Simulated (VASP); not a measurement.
A run of VASP 6.6.1 is set up as follows.

File INCAR:

```
SYSTEM = AlN
  PREC = Accurate
  ENCUT = 600
  EDIFF = 1E-7
  ISMEAR = 0
  SIGMA = 0.01
  LREAL = .FALSE.
  LASPH = .TRUE.
  NELM = 80
  ALGO = Normal
  ISIF = 3
  LWAVE = .FALSE.
  LCHARG = .FALSE.
  IBRION = 2
  NSW = 80
  EDIFFG = -0.001
  PSTRESS = 20.0
```

KPOINTS

```
Automatic mesh
0
G
  10 10 10
  0 0 0
```

The input POSCAR:

```
AlN
1.0
    0.0000000000      2.1711406870      2.1711406870
    2.1711406870      0.0000000000      2.1711406870
    2.1711406870      2.1711406870      0.0000000000
Al N
1 1
Direct
    0.0000000000      0.0000000000      0.0000000000
    0.7500000000      0.7500000000      0.7500000000
```

Potentials or basis: VASP PAW LDA potentials, release 64 (Al, N).

Launch:

```bash
$ cat potpaw_LDA.64/Al/POTCAR potpaw_LDA.64/N/POTCAR > POTCAR
$ mpirun -np 1 vasp_std > vasp.out
```

(1) Estimate the band gap on the k mesh.

(2) Estimate the relaxed cell.

(3) Estimate the space group after relaxing (to 0.05 Å).

(4) What does it give for the relaxed volume?

Results:

(1) 3.23 eV, indirect (least direct gap 4.45 eV).

(2) a = 3.064 Å, b = 3.064 Å, c = 3.064 Å, α = 60.00°, β = 60.00°, γ = 60.00°.

(3) F-43m (No. 216).

(4) 10.17 Å³/atom.

Caveat: the cell is relaxed towards a set pressure, so the enthalpy falls and the energy may rise.
